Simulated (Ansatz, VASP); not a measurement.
## KGe2: VASP beside Ansatz

```
CELL_PARAMETERS angstrom
-2.25785 2.25785 6.18020
2.25785 -2.25785 6.18020
2.25785 2.25785 -6.18020
ATOMIC_POSITIONS crystal
K 0.00000 0.00000 0.00000
Ge 0.61894 0.61894 0.00000
Ge 0.38106 0.38106 0.00000
```

Alike in both runs: task single point; functional PBE; dispersion D3(BJ); k mesh 6 × 6 × 6; occupations gaussian, width 0.1 eV; no spin polarisation.

```csv
,VASP,Ansatz
version,VASP 6.6.1,Ansatz 0.2.0
potentials or method,"VASP PAW PBE potentials, release 64 (K_sv, Ge_d), cutoff 520 eV","scalar-relativistic, plane waves, PAW"
valence electrons in the cell,37,37
```

```tsv
	VASP	Ansatz	Ansatz less VASP
gap on the k mesh at the Fermi level (eV)	none	none	-
pressure (GPa)	-2.9	-2.7	+0.17
traceless stress, the component that is largest in VASP (GPa)	-5.21	-5.17	+0.032
rms of the force components (eV/Å)	0.464	0.442	-0.0215
```

Atom by atom the forces differ by 0.021 eV/Å (rms over components). A gap of «none» marks a metal or a gap that the smearing closes.
